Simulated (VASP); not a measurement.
Runs of VASP 6.6.1 on La. The structure is that of space group Pm-3m (No. 221), or close to it. The cells are those of the table. This isn't the form of La at room conditions, which is double hcp.

```csv
task,cell,k mesh,cutoff (eV),gap on the mesh (eV),pressure (GPa)
single point,"a = 3.208 Å, 1 atom",11 × 11 × 11,520,none,2.4
single point,"a = 3.254 Å, 1 atom",11 × 11 × 11,520,none,(b)
single point,"a = 3.299 Å, 1 atom",11 × 11 × 11,520,none,0.0
relaxation of cell and atoms,"relaxed from a = 3.432 Å, 1 atom",9 × 9 × 9,600,none,0.0
single point,"a = 3.384 Å, 1 atom",11 × 11 × 11,520,none,(a)
single point,"a = 3.161 Å, 1 atom",11 × 11 × 11,520,none,4.1
single point,"a = 3.342 Å, 1 atom",11 × 11 × 11,520,none,-1.0
single point,"a = 3.299 Å, 1 atom",9 × 9 × 9,520,none,0.0
```

Alike in all rows: level r2SCAN; potentials or basis VASP PAW PBE potentials, release 64 (La); no spin polarisation; smearing fermi-dirac 0.1 eV.

Estimate the missing entries.

(a) -1.8; (b) 1.1.

Caveats: the PAW data sets were made with another functional, which shifts forces and pressure a little; spin-orbit coupling is left out, which moves the levels of the heavy elements; the cell stands under pressure (at least some runs).

A k mesh can miss the band edges, and the runs leave out spin-orbit coupling on La.

A gap of «none» marks levels without a gap at the run's occupations.
